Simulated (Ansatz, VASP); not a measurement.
Tc: VASP beside Ansatz

```
CELL_PARAMETERS angstrom
0.00000 1.95000 1.95000
1.95000 0.00000 1.95000
1.95000 1.95000 0.00000
ATOMIC_POSITIONS crystal
Tc 0.00000 0.00000 0.00000
```

Alike in both runs: functional r2SCANh; k mesh 7 × 7 × 7; occupations gaussian, width 0.025 eV; no spin polarisation.

|  | VASP | Ansatz |
| --- | --- | --- |
| version | VASP 6.6.1 | Ansatz 0.2.0 |
| potentials or method | VASP PAW PBE potentials, release 64 (Tc_pv) | PseudoDojo stringent (PBE files) |
| plane-wave cutoff (eV) | 520 | 1143 |
| valence electrons in the cell | 13 | 15 |
| task | single point | projected density of states |

Ansatz gave:

| Quantity | Value |
| --- | --- |
| gap on the k mesh at the Fermi level (eV) | none |
| pressure (GPa) | -15.5 |

Problem. What did VASP give for the same quantities?

Solution. gap on the k mesh at the Fermi level (eV): none; pressure (GPa): -14.7.

VASP's potentials were made for PBE, not for r2SCANh. A gap of «none» marks a metal or a gap that the smearing closes. VASP's potentials hold 13 valence electrons a cell and Ansatz's 15, so a difference there can come from the potentials and not from the codes.

The k mesh is coarse, so the values compare programs but aren't converged. Noted on Ansatz's run: the meta-GGA runs on potentials made for a GGA.
